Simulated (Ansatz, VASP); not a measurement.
**One calculation of Ta, two programs**

Contents of INCAR:

```
SYSTEM = Ta
ALGO = Fast ; EDIFF = 1E-6
ENCUT = 520 ; GGA = PE
ISIF = 2 ; ISMEAR = 0
LASPH = .TRUE. ; LCHARG = .FALSE.
LREAL = .FALSE. ; LWAVE = .FALSE.
NBANDS = 18 ; NELM = 60
PREC = Accurate ; SIGMA = 0.1
```

KPOINTS

```
k-points
0
G
  15 15 8
  0 0 0
```

File POSCAR:

```
Ta
1.0
    2.9003720726      0.0000000000      0.0000000000
   -1.4501860363      2.5117958953      0.0000000000
    0.0000000000      0.0000000000      5.1662740000
Ta
2
Direct
    0.6976971715      0.3333333300      0.7500000000
    0.3333333300      0.6666666700      0.2500000000
```

Input for Ansatz:

```yaml
crystal:
  lattice:
    - [2.9003720726, 0.0, 0.0]
    - [-1.4501860363, 2.5117958953, 0.0]
    - [0.0, 0.0, 5.166274]
  atoms:
    - { symbol: Ta, position: [0.6976971715, 0.33333333, 0.75] }
    - { symbol: Ta, position: [0.33333333, 0.66666667, 0.25] }
basis:
  ecutwfc: 420
kpoints:
  mp_grid: { grid: [15, 15, 8] }
hamiltonian:
  xc: pbe
scf:
  occupations: { method: gaussian, width: 0.1 }
output:
  forces: true
  stress: true
  eigenvalues: true
```

Change from the starting cell: one atom moved.

Alike in both runs: task single point; functional PBE; k mesh 15 × 15 × 8; occupations gaussian, width 0.1 eV; no spin polarisation.

```csv
,VASP,Ansatz
version,VASP 6.6.1,Ansatz 0.2.0
potentials or method,"VASP PAW PBE potentials, release 64 (Ta_pv), cutoff 520 eV","scalar-relativistic, plane waves, PAW"
valence electrons in the cell,22,26
```

```tsv
	VASP	Ansatz	Ansatz less VASP
gap on the k mesh at the Fermi level (eV)	none	none	-
pressure (GPa)	-0.8	-0.8	-0.07
traceless stress, the component that is largest in VASP (GPa)	1.78	1.79	+0.008
rms of the force components (eV/Å)	0.061	0.061	-0.0001
```

Atom by atom the forces differ by 0.000 eV/Å (rms over components). A gap of «none» marks a metal or a gap that the smearing closes. The functional is the same, so the differences come from potentials, cutoffs and numerics. VASP's potentials hold 22 valence electrons a cell and Ansatz's 26, so a difference there can come from the potentials and not from the codes.

Spin-orbit coupling is off throughout.
